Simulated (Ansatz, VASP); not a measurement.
# AlP: VASP beside Ansatz

```
Al P
1.0
     0.00000    2.75416    2.75416
     2.75416    0.00000    2.75416
     2.75416    2.75416    0.00000
Al P
1 1
Direct
  0.75000 0.75000 0.75000
  0.00000 0.00000 0.00000
```

Alike in both runs: functional PBE; k mesh 8 × 8 × 8; occupations gaussian, width 0.02 eV; no spin polarisation.

Ansatz relaxed the structure, and its values are those at the end. VASP's run is a single point on that final structure, the one shown.

```csv
,VASP,Ansatz
version,VASP 6.6.1,Ansatz 0.2.0
potentials or method,"VASP PAW PBE potentials, release 64 (Al, P), cutoff 500 eV","scalar-relativistic, plane waves, PAW"
valence electrons in the cell,8,8
```

|  | VASP | Ansatz | Ansatz less VASP |
| --- | --- | --- | --- |
| gap on the k mesh at the Fermi level (eV) | 1.63 | 1.63 | +0.002 |
| least direct gap on the mesh (eV) | 3.08 | 3.08 | +0.002 |
| pressure (GPa) | -0.1 | 0.0 | +0.09 |
